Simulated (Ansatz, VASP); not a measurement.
SiNi in VASP and in Ansatz

```
Ni Si
1.0
     0.00000    2.30249    2.30249
     2.30249    0.00000    2.30249
     2.30249    2.30249    0.00000
Ni Si
1 1
Direct
  0.00000 0.00000 0.00000
  0.50000 0.50000 0.50000
```

Alike in both runs: task relaxation of cell and atoms; functional PBE; k mesh 14 × 14 × 14; occupations fermi-dirac, width 0.08 eV; no spin polarisation.

|  | VASP | Ansatz |
| --- | --- | --- |
| version | VASP 6.6.1 | Ansatz 0.2.0 |
| potentials or method | VASP PAW PBE potentials, release 64 (Ni, Si) | PAW with Ansatz's default frozen-core files, scalar-relativistic |
| plane-wave cutoff (eV) | 600 | 420 |
| valence electrons in the cell | 14 | 22 |

Ansatz gave:

* relaxed volume (Å³/atom): 13.32
* relaxed cell length with the largest relative difference (Å): 3.352

Question: Which values does VASP return?

Answer: Relaxed volume (Å³/atom): 13.31; relaxed cell length with the largest relative difference (Å): 3.352.

VASP's potentials hold 14 valence electrons a cell and Ansatz's 22, so a difference there can come from the potentials and not from the codes.
